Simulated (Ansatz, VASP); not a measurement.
One calculation of KCl, two programs

```
K Cl
1.0
     0.00000    3.09167    3.09167
     3.09167    0.00000    3.09167
     3.09167    3.09167    0.00000
K Cl
1 1
Direct
  0.00000 0.00000 0.00000
  0.50000 0.50000 0.50000
```

Change from the starting cell: volume scaled by 0.94, crystal datasets.

Alike in both runs: task electric field gradients; functional LDA; k mesh 7 × 7 × 7; occupations fermi-dirac, width 0.03 eV; no spin polarisation.

|  | VASP | Ansatz |
| --- | --- | --- |
| version | VASP 6.6.1 | Ansatz 0.2.0 |
| potentials or method | VASP PAW LDA potentials, release 64 (K_sv, Cl), cutoff 520 eV | all-electron PAW with datasets made for the crystal, scalar-relativistic |

|  | VASP | Ansatz | Ansatz less VASP |
| --- | --- | --- | --- |
| gap on the k mesh at the Fermi level (eV) | 4.93 | 4.92 | -0.004 |
| pressure (GPa) | -1.1 | -1.1 | -0.06 |

LDA's correlation is that of Perdew and Zunger in VASP and of Perdew and Wang (1992) in Ansatz. Ansatz ran all-electron here, and VASP with PAW potentials.
